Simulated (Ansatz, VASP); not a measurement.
## TiC: VASP beside Ansatz

```
Ti C
1.0
     0.00000    2.16666    2.16666
     2.16666    0.00000    2.16666
     2.16666    2.16666    0.00000
Ti C
1 1
Cartesian
  0.0000 0.0000 0.0000
  2.1667 2.1667 2.1667
```

Alike in both runs: functional PBE; k mesh 16 × 16 × 16; occupations fermi-dirac, width 0.15 eV; no spin polarisation.

Ansatz relaxed the structure, and its values are those at the end. VASP's run is a single point on that final structure, the one shown.

```csv
,VASP,Ansatz
version,VASP 6.6.1,Ansatz 0.2.0
potentials or method,"VASP PAW PBE potentials, release 64 (Ti_sv, C), cutoff 520 eV","scalar-relativistic, plane waves, PAW"
valence electrons in the cell,16,16
```

VASP gave:

```
gap on the k mesh at the Fermi level (eV) : none
pressure (GPa)                            : 0.2
```

Estimate Ansatz's values.

gap on the k mesh at the Fermi level (eV): none; pressure (GPa): 0.0.

A gap of «none» marks a metal or a gap that the smearing closes. Ansatz's warnings: negative readings unjudged.
